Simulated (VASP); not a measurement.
# Pd (P6_3/mmc) in VASP: single point with PBE

Aim: the single point of Pd with PBE.

All numbers are computed with VASP 6.6.1; they aren't measurements. Logs are shortened: lines on timing, memory, paths and dates and some standing lists are left out, and cuts for length are marked.

### Step 1. The cell of the first run

It takes space group P6_3/mmc (No. 194, hexagonal). Conventional cell: a = 2.781 Å, b = 2.781 Å, c = 4.248 Å, α = 90.00°, β = 90.00°, γ = 120.00°. Pd (site symmetry -6m2) has 12 Pd at 2.66 to 2.78 Å within 3.5 Å.

### Step 2. Single point, PBE (Rh replaced by Pd, lengths x 0.987, strained)

Input file INCAR:

```
PREC = Accurate ; ENCUT = 520
EDIFF = 1E-6 ; ISMEAR = 0
SIGMA = 0.1 ; LREAL = False
LASPH = True ; NELM = 80
ALGO = Normal ; ISIF = 2
LWAVE = False ; LCHARG = False
GGA = PE ; NBANDS = 17
```

Input file KPOINTS:

```
Automatic mesh
0
Gamma
  18 18 10
```

Input file POSCAR:

```
Pd
1.0
    2.7814042239      0.0000000000      0.0000000000
   -1.3907021119      2.4087667161      0.0000000000
    0.0000000000      0.0000000000      4.2479160512
Pd
2
Direct
    0.6666666700      0.3333333300      0.7500000000
    0.3333333300      0.6666666700      0.2500000000
```

Potentials or basis: VASP PAW PBE potentials, release 64 (Pd).

On the command line:

```
$ cat potpaw_PBE.64/Pd/POTCAR > POTCAR
$ mpirun -np 1 vasp_std > vasp.out
```

OUTCAR:

```text
PREC = Accurate
   ENCUT = 520
   EDIFF = 1E-6
   ISMEAR = 0
   LREAL = False
   LASPH = True
   NELM = 80
   ISIF = 2
   GGA = PE

 ion  position               nearest neighbor table
   1  0.667  0.333  0.750-   2 2.66   2 2.66   2 2.66   2 2.66   2 2.66   2 2.66
   2  0.333  0.667  0.250-   1 2.66   1 2.66   1 2.66   1 2.66   1 2.66   1 2.66

  LATTYP: Found a hexagonal cell.
 ALAT       =     2.7814042239
 C/A-ratio  =     1.5272559144

  Lattice vectors:

 A1 = (   2.7814042239,   0.0000000000,   0.0000000000)
 A2 = (  -1.3907021119,   2.4087667161,   0.0000000000)
 A3 = (   0.0000000000,   0.0000000000,   4.2479160512)

Analysis of symmetry for initial positions (statically):
=====================================================================
 Subroutine PRICEL returns:
 Original cell was already a primitive cell.

 Routine SETGRP: Setting up the symmetry group for a
 hexagonal supercell.

 Subroutine GETGRP returns: Found 24 space group operations
 (whereof 12 operations were pure point group operations)
 out of a pool of 24 trial point group operations.

The static configuration has the point symmetry D_3d.
 The point group associated with its full space group is D_6h.

Analysis of symmetry for dynamics (positions and initial velocities):
=====================================================================
 Subroutine PRICEL returns:
 Original cell was already a primitive cell.

 Routine SETGRP: Setting up the symmetry group for a
 hexagonal supercell.

 Subroutine GETGRP returns: Found 24 space group operations
 (whereof 12 operations were pure point group operations)
 out of a pool of 24 trial point group operations.

The dynamic configuration has the point symmetry D_3d.
 The point group associated with its full space group is D_6h.

 Subroutine INISYM returns: Found 24 space group operations
 (whereof 12 operations are pure point group operations),
 and found     1 'primitive' translations

----------------------------------------------------------------------------------------

                                     Primitive cell

  volume of cell :      28.4600

  direct lattice vectors                    reciprocal lattice vectors
     2.781404224  0.000000000  0.000000000     0.359530625  0.207575103  0.000000000
    -1.390702112  2.408766716  0.000000000     0.000000000  0.415150207  0.000000000
     0.000000000  0.000000000  4.247916051     0.000000000  0.000000000  0.235409549

  length of vectors
     2.781404224  2.781404224  4.247916051     0.415150207  0.415150207  0.235409549

  position of ions in fractional coordinates (direct lattice)
     0.666666670  0.333333330  0.750000000
     0.333333330  0.666666670  0.250000000

  ion indices of the primitive-cell ions
   primitive index   ion index
                 1           1
                 2           2

----------------------------------------------------------------------------------------

 KPOINTS: Automatic mesh

Automatic generation of k-mesh.
 Grid dimensions read from file:
 generate k-points for:   18   18   10

 Generating k-lattice:

  Cartesian coordinates                     Fractional coordinates (reciprocal lattice)
     0.019973924  0.011531950  0.000000000     0.055555556  0.000000000  0.000000000
     0.000000000  0.023063900  0.000000000     0.000000000  0.055555556  0.000000000
     0.000000000  0.000000000  0.023540955     0.000000000  0.000000000  0.100000000

  Length of vectors
     0.023063900  0.023063900  0.023540955

  Shift w.r.t. Gamma in fractional coordinates (k-lattice)
     0.000000000  0.000000000  0.000000000

 Subroutine IBZKPT returns following result:
 ===========================================

 Found    222 irreducible k-points:

 Following reciprocal coordinates:
            Coordinates               Weight
  0.000000  0.000000  0.000000      1.000000
  0.055556  0.000000  0.000000      6.000000
  0.111111  0.000000  0.000000      6.000000
  0.166667  0.000000  0.000000      6.000000
  0.222222  0.000000  0.000000      6.000000
  0.277778  0.000000  0.000000      6.000000
[... 16 lines left out ...]
  0.333333  0.111111  0.000000     12.000000
  0.388889  0.111111  0.000000     12.000000
 [... further k-points ...]
   k-points           NKPTS =    222   k-points in BZ     NKDIM =    222   number of bands    NBANDS=     17
   number of dos      NEDOS =    301   number of ions     NIONS =      2
   total plane-waves  NPLWV =  18432
   dimension x,y,z NGX =    24 NGY =   24 NGZ =   32
   dimension x,y,z NGXF=    48 NGYF=   48 NGZF=   64
   ions per type =               2
   NGX,Y,Z   is equivalent  to a cutoff of  14.34, 14.34, 12.52 a.u.
   NGXF,Y,Z  is equivalent  to a cutoff of  28.69, 28.69, 25.05 a.u.
 SYSTEM =  unknown system
   PREC   = accura    normal or accurate (medium, high low for compatibility)
   ISTART =      0    job   : 0-new  1-cont  2-samecut
   ICHARG =      2    charge: 1-file 2-atom 10-const
   ISPIN  =      1    spin polarized calculation?
   LNONCOLLINEAR =      F non collinear calculations
   LSORBIT =      F    spin-orbit coupling
   LASPH  =      T    aspherical Exc in radial PAW
   ENCUT  =  520.0 eV  38.22 Ry    6.18 a.u.   5.17  5.17  7.90*2*pi/ulx,y,z
   NELM   =     80;   NELMIN=  2; NELMDL= -5     # of ELM steps
   EDIFF  = 0.1E-05   stopping-criterion for ELM
   LREAL  =      F    real-space projection
   EDIFFG = 0.1E-04   stopping-criterion for IOM
   NSW    =      0    number of steps for IOM
   IBRION =     -1    ionic relax: 0-MD 1-quasi-New 2-CG
   NFREE  =      0    steps in history (QN), initial steepest desc. (CG)
   ISIF   =      2    stress and relaxation
   ISYM   =      2    0-nonsym 1-usesym 2-fastsym
   POTIM  = 0.5000    time-step for ionic-motion
   TEBEG  =    0.0;   TEEND  =   0.0 temperature during run
   PSTRESS=    0.0 pullay stress
   NELECT =      20.0000    total number of electrons
   NUPDOWN=      -1.0000    fix difference up-down
   EMIN   =  10.00;   EMAX   =-10.00  energy-range for DOS
   EFERMI =   0.00;   METHOD = LEGACY
   ISMEAR =     0;   SIGMA  =   0.10  broadening in eV -4-tet -1-fermi 0-gaus
   EFERMI_NEDOS =   21; number of points for ismear=-14 and -15
   IALGO  =     38    algorithm
   IMIX   =      4    mixing-type and parameters
     AMIX     =   0.40;   BMIX     =  1.00
     AMIX_MAG =   1.60;   BMIX_MAG =  1.00
  volume/ion in A,a.u.               =      14.23        96.03
  Fermi-wavevector in a.u.,A,eV,Ry     =   1.455481  2.750460 28.822925  2.118425
  Thomas-Fermi vector in A             =   2.572511
   LORBIT       =      0    0 simple, 1 ext, 2 COOP (PROOUT), +10 PAW based schemes
   GGA     = PE    functional components
   LHFCALC =     F    Hartree Fock is set to
   AEXX    =    0.0000 exact exchange contribution
   IVDW    =     0    specifies the selected vdW correction
   LEPSILON=     F    determine dielectric tensor
   LRPA    =     F    only Hartree local field effects (RPA)
 non-spin polarized calculation
 Gauss-broadening in eV      SIGMA  =   0.10
  energy-cutoff  :      520.00
  volume of cell :       28.46
 maximum number of plane-waves:       778
 NGX is ok and might be reduce to    24
   NGX = 11   NGY = 11   NGZ = 15

 number of electron      20.0000000 magnetization

 Free energy of the ion-electron system (eV)
  ---------------------------------------------------
  ext. energy  EPLUGINS =         0.00000000
  ---------------------------------------------------
  free energy    TOTEN  =       -10.20655883 eV

  energy without entropy =      -10.17847355  energy(sigma->0) =      -10.19251619

 E-fermi :  10.4383     XC(G=0): -13.4034

 val. band max:       10.4357687194   @ k =   0.3333   0.0000   0.2000
 cond. band min:      10.4418550371   @ k =   0.3889   0.1111   0.2000
 fundamental gap:      0.0060863177
 Fermi energy:        10.4382767843

 k-point     1 :       0.0000    0.0000    0.0000
  band No.  band energies     occupation
      1       2.9840      2.00000
      2       4.8288      2.00000
      3       7.5340      2.00000
      4       7.5340      2.00000
      5       7.8406      2.00000
      6       8.0515      2.00000
[... 9 lines left out ...]
     16      30.5809      0.00000
     17      31.9941      0.00000

 k-point     2 :       0.0556    0.0000    0.0000
  band No.  band energies     occupation
      1       3.0819      2.00000
      2       4.8912      2.00000
      3       7.3914      2.00000
      4       7.5996      2.00000
      5       7.9668      2.00000
      6       8.0270      2.00000
[... 9 lines left out ...]
     16      30.6512      0.00000
     17      31.2750      0.00000

 k-point     3 :       0.1111    0.0000    0.0000
  band No.  band energies     occupation
      1       3.3672      2.00000
      2       5.0624      2.00000
      3       7.1473      2.00000
      4       7.7924      2.00000
      5       7.8442      2.00000
      6       7.9451      2.00000
[... 9 lines left out ...]
     16      29.9263      0.00000
     17      30.8174      0.00000

 k-point     4 :       0.1667    0.0000    0.0000
  band No.  band energies     occupation
      1       3.8114      2.00000
      2       5.2864      2.00000
      3       6.9142      2.00000
      4       7.4410      2.00000
      5       7.7690      2.00000
      6       7.8692      2.00000
[... 9 lines left out ...]
     16      28.9615      0.00000
     17      30.4293      0.00000
[... 343 lines left out ...]
      1       5.4125      2.00000
      2       5.5540      2.00000
      3       5.9327      2.00000
      4       6.9024      2.00000
      5       7.1581      2.00000
      6       8.0903      2.00000
[... 9 lines left out ...]
     16      27.0089      0.00000
     17      28.2998      0.00000

 k-point    23 :       0.3333    0.1111    0.0000
  band No.  band energies     occupation
      1       5.3258      2.00000
      2       5.6194      2.00000
      3       5.6419      2.00000
      4       7.0751      2.00000
      5       7.3512      2.00000
      6       8.0433      2.00000
[... 9 lines left out ...]
     16      26.1540      0.00000
     17      26.6119      0.00000

 k-point    24 :       0.3889    0.1111    0.0000
  band No.  band energies     occupation
      1       5.2204      2.00000
      2       5.4629      2.00000
      3       5.6462      2.00000
      4       7.0265      2.00000
      5       7.7101      2.00000
      6       7.9666      2.00000
[... 9 lines left out ...]
     16      25.2364      0.00000
     17      25.3677      0.00000

 [... further k-points ...]
[... 5 lines left out ...]
  --------------------------------------------------------------------------------------
  -------------------------------------------------------------------------------------
  Total        2.4105375      2.4105375      4.3179486      0.0000000     -0.0000000      0.0000000
  in kB      135.7030754    135.7030754    243.0822671      0.0000000     -0.0000000      0.0000000
  external PRESSURE =     171.4961393 kB  Pullay stress =       0.0000000 kB

 VOLUME and BASIS-vectors are now :
 -----------------------------------------------------------------------------
  energy-cutoff  :      520.00
  volume of cell :       28.46
      direct lattice vectors                 reciprocal lattice vectors
     2.781404224  0.000000000  0.000000000     0.359530625  0.207575103  0.000000000
    -1.390702112  2.408766716  0.000000000     0.000000000  0.415150207  0.000000000
     0.000000000  0.000000000  4.247916051     0.000000000  0.000000000  0.235409549

 POSITION                                       TOTAL-FORCE (eV/Angst)
 -----------------------------------------------------------------------------------
      1.39070      0.80292      3.18594        -0.000000      0.000000      0.000000
     -0.00000      1.60584      1.06198         0.000000     -0.000000      0.000000
 -----------------------------------------------------------------------------------
    total drift:                               -0.000001      0.000001     -0.000000

  FREE ENERGIE OF THE ION-ELECTRON SYSTEM (eV)
  ---------------------------------------------------
  free  energy   TOTEN  =       -10.2065588282 eV

  energy  without entropy=      -10.1784735530  energy(sigma->0) =      -10.19251619
```

It took 26 s on 1 thread of Intel Xeon 6975P-C (Granite Rapids), shared host; peak memory 0.21 GiB.

Results:

| Quantity | Value |
| --- | --- |
| Free energy | -10.2066 eV |
| Pressure | 17.1 GPa |
| Band gap on the k mesh | zero (band 10 reaches 10.67 eV, above the bottom of band 11 at 9.69 eV) |

Caveat: the cell differs from its parent crystal (Rh replaced by Pd, lengths x 0.987, strained).
